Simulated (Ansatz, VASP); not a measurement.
**Hf3SiMo in VASP and in Ansatz**

INCAR

```
ALGO = Normal
EDIFF = 1E-7
EDIFFG = -0.04
ENCUT = 600
GGA = PE
IBRION = 2
ISIF = 3
ISMEAR = 0
LASPH = T
LCHARG = F
LREAL = F
LWAVE = F
NELM = 100
NSW = 90
PREC = Accurate
SIGMA = 0.1
```

Contents of KPOINTS:

```
k-points
0
Gamma
  4 4 4
```

POSCAR

```
Hf3SiMo
1.0
    4.4678130600      0.0000000000      0.0000000000
    0.0000000000      4.4678130600      0.0000000000
    0.0000000000      0.0000000000      4.4678130600
Hf Si Mo
3 1 1
Direct
    0.0000000000      0.5000000000      0.5000000000
    0.5000000000      0.0000000000      0.5000000000
    0.5000000000      0.5000000000      0.0000000000
    0.5000000000      0.5000000000      0.5000000000
    0.0000000000      0.0000000000      0.0000000000
```

Input for Ansatz:

```yaml
crystal:
  lattice:
    - [4.46781306, 0.0, 0.0]
    - [0.0, 4.46781306, 0.0]
    - [0.0, 0.0, 4.46781306]
  atoms:
    - { symbol: Hf, position: [0.0, 0.5, 0.5] }
    - { symbol: Hf, position: [0.5, 0.0, 0.5] }
    - { symbol: Hf, position: [0.5, 0.5, 0.0] }
    - { symbol: Si, position: [0.5, 0.5, 0.5] }
    - { symbol: Mo, position: [0.0, 0.0, 0.0] }
basis:
  ecutwfc: 420
kpoints:
  mp_grid: { grid: [4, 4, 4] }
hamiltonian:
  xc: pbe
scf:
  occupations: { method: gaussian, width: 0.1 }
  lower_state_search: "off"
output:
  forces: true
  stress: true
  eigenvalues: true
relax:
  adjacent_minimum: "off"
  f_tol: 0.04
  max_steps: 70
  cell: { stress_tol: 0.4 }
```

Change from the starting cell: species swapped into the Sc3TlB type (Pm-3m, No. 221).

Alike in both runs: task relaxation of cell and atoms; functional PBE; k mesh 4 × 4 × 4; occupations gaussian, width 0.1 eV; no spin polarisation.

|  | VASP | Ansatz |
| --- | --- | --- |
| version | VASP 6.6.1 | Ansatz 0.2.0 |
| potentials or method | VASP PAW PBE potentials, release 64 (Hf_pv, Si, Mo_sv), cutoff 600 eV | scalar-relativistic, plane waves, PAW |
| valence electrons in the cell | 48 | 96 |

Ansatz gave:

| Quantity | Value |
| --- | --- |
| gap on the k mesh at the Fermi level, each at its own relaxed structure (eV) | none |
| relaxed volume (Å³/atom) | 22.38 |
| relaxed cell length with the largest relative difference (Å) | 4.819 |

Q: What did VASP give for the same quantities?

A: gap on the k mesh at the Fermi level, each at its own relaxed structure (eV): none; relaxed volume (Å³/atom): 22.40; relaxed cell length with the largest relative difference (Å): 4.820.

A gap of «none» marks a metal or a gap that the smearing closes. VASP's potentials hold 48 valence electrons a cell and Ansatz's 96, so a difference there can come from the potentials and not from the codes.

Spin-orbit coupling is off throughout. Noted on VASP's run: the volume moved by over 15 % at a fixed basis, so the end points are rough.
